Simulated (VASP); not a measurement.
Wanted: the native input for a VASP 6.6.1 run.

| Item | Value |
| --- | --- |
| Task | relaxation of cell and atoms |
| Functional | PBE |
| Potentials or basis | VASP PAW PBE potentials, release 64 (Pr_3, Hg), 4f in core |
| Cutoff | 500 eV |
| k mesh | 4 × 4 × 4 |
| Occupations | gaussian, width 0.2 eV |
| Spin | no spin polarisation |
| Dipole correction | no |
| Further INCAR settings | ALGO = Normal; EDIFF = 1e-07; IBRION = 2; EDIFFG = -0.08; NSW = 36; ISIF = 3 |

The structure of Pr4Hg lies in POSCAR:

```
Pr4Hg
1.0
   -3.5603195100      3.5603195100      2.9285746200
    3.5603195100     -3.5603195100      2.9285746200
    3.5603195100      3.5603195100     -2.9285746200
Pr Hg
4 1
Direct
    0.0000000000      0.2990621800      0.2990621800
    0.0000000000      0.7009378200      0.7009378200
    0.2990621800      0.0000000000      0.2990621800
    0.7009378200      0.0000000000      0.7009378200
    0.0000000000      0.0000000000      0.0000000000
```

The cell was generated, and may not be a known phase.

One way to write it, as run:

INCAR

```
PREC = Accurate ; ENCUT = 500
EDIFF = 1E-7 ; ISMEAR = 0
SIGMA = 0.2 ; LREAL = F
LASPH = T ; NELM = 200
ALGO = Normal ; ISIF = 3
LWAVE = F ; LCHARG = F
GGA = PE ; IBRION = 2
NSW = 36 ; EDIFFG = -0.08
GGA_COMPAT = F ; NELMIN = 4
LMAXMIX = 6
```

KPOINTS

```
regular mesh
0
Gamma
  4 4 4
```

Potentials or basis: VASP PAW PBE potentials, release 64 (Pr_3, Hg), 4f in core.

The run is started by

```bash
$ cat potpaw_PBE.64/Pr_3/POTCAR potpaw_PBE.64/Hg/POTCAR > POTCAR
$ mpirun -np 1 vasp_std > vasp.out
```

Results of the run:

```json
{
 "Relaxed volume": "37.78 Å³/atom",
 "Relaxed cell": "a = 7.750 Å, b = 7.750 Å, c = 7.750 Å, α = 92.59°, β = 92.59°, γ = 155.46°",
 "Space group after relaxing (to 0.1 Å)": "I4/mmm (No. 139)",
 "Pressure after relaxing": "0.0 GPa",
 "Largest force after relaxing": "0.004 eV/Å",
 "Band gap on the k mesh": "zero (bands 28 and 29 overlap by 0.71 eV)"
}
```

Caveat: the volume moved by over 15 % at a fixed basis, so the end points are rough; spin-orbit coupling is left out, which moves the levels of the heavy elements; the 4f electrons are frozen in the core, so they carry no moment and show no levels.

Wall time 21 min on 1 thread of AMD EPYC 9R45 96-Core Processor (Zen 5), with other jobs on the host, peak memory 0.27 GiB.
